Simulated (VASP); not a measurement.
Wanted: the native input for a VASP 6.6.1 run.

```
Task                   : single point
Functional             : LDA
Potentials or basis    : VASP PAW LDA potentials, release 64 (In_d)
Cutoff                 : 520 eV
k mesh                 : 8 × 8 × 8
Occupations            : gaussian, width 0.1 eV
Spin                   : no spin polarisation
Dipole correction      : no
Further INCAR settings : ALGO = Fast; EDIFF = 1e-07; NBANDS = 12
```

The structure of In lies in POSCAR:

```
In
1.0
   -1.6947072700      1.6947072700      2.2973723900
    1.6947072700     -1.6947072700      2.2973723900
    1.6947072700      1.6947072700     -2.2973723900
In
1
Direct
    0.0000000000      0.0000000000      0.0000000000
```

The input as run:

INCAR

```
SYSTEM = In
ALGO = Fast ; EDIFF = 1E-7
ENCUT = 520 ; GGA = CA
ISIF = 2 ; ISMEAR = 0
LASPH = .True. ; LCHARG = .True.
LELF = .True. ; LREAL = .False.
LVHAR = .True. ; LWAVE = .False.
NBANDS = 12 ; NELM = 100
PREC = Accurate ; SIGMA = 0.1
```

KPOINTS

```
k-points
0
Gamma
  8 8 8
  0 0 0
```

Potentials or basis: VASP PAW LDA potentials, release 64 (In_d).

Run with:

```sh
$ cat potpaw_LDA.64/In_d/POTCAR > POTCAR
$ mpirun -np 1 vasp_std > vasp.out
```

Results of the run:

```
Pressure : -2.8 GPa
```

Wall time 11 s on 1 thread of Intel(R) Xeon(R) 6975P-C (Granite Rapids) (shared host), peak memory 0.14 GiB.
